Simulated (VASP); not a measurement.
In:

```
In
1.0
     3.33181    0.00000    0.00000
    -1.66590    2.88543    0.00000
     0.00000    0.00000    5.44195
In
2
Direct
  0.33333 0.66667 0.75000
  0.66667 0.33333 0.25000
```

- Program: VASP 6.6.1
- Task: relaxation of cell and atoms
- Functional: PBE
- Potentials or basis: VASP PAW PBE potentials, release 64 (In_d)
- Cutoff: 500 eV
- k mesh: 8 × 8 × 4
- Occupations: gaussian, width 0.05 eV
- Spin: no spin polarisation

At the start: pressure 2.2 GPa; volume 26.16 Å³/atom.

Where does the relaxation end?

Over 11 steps the energy falls by 35.5 meV/atom and the volume is 28.16 Å³/atom (+7.6 %); space group P6_3/mmc (No. 194, to 0.05 Å).

The path:
```tsv
step	energy change (eV)	largest force (eV/Å)	pressure (GPa)	volume (Å³)
1	0.0000	0.0000	2.20	52.32
2	-0.0204	0.0000	0.28	55.09
3	-0.0208	0.0000	-0.08	55.67
4	-0.0208	0.0000	-0.01	55.56
5	-0.0215	0.0000	-0.03	55.61
6	-0.0242	0.0000	-0.23	55.70
7	-0.0349	0.0000	-0.40	55.86
8	-0.0625	0.0000	-0.22	56.14
9	-0.0496	0.0000	0.30	56.52
10	-0.0710	0.0000	-0.14	56.32
11	-0.0710	0.0000	-0.16	56.31
```

Final structure:
```
CELL_PARAMETERS angstrom
3.29149 0.00000 0.00000
-1.64574 2.85051 0.00000
0.00000 0.00000 6.00198
ATOMIC_POSITIONS crystal
In 0.33333 0.66667 0.75000
In 0.66667 0.33333 0.25000
```
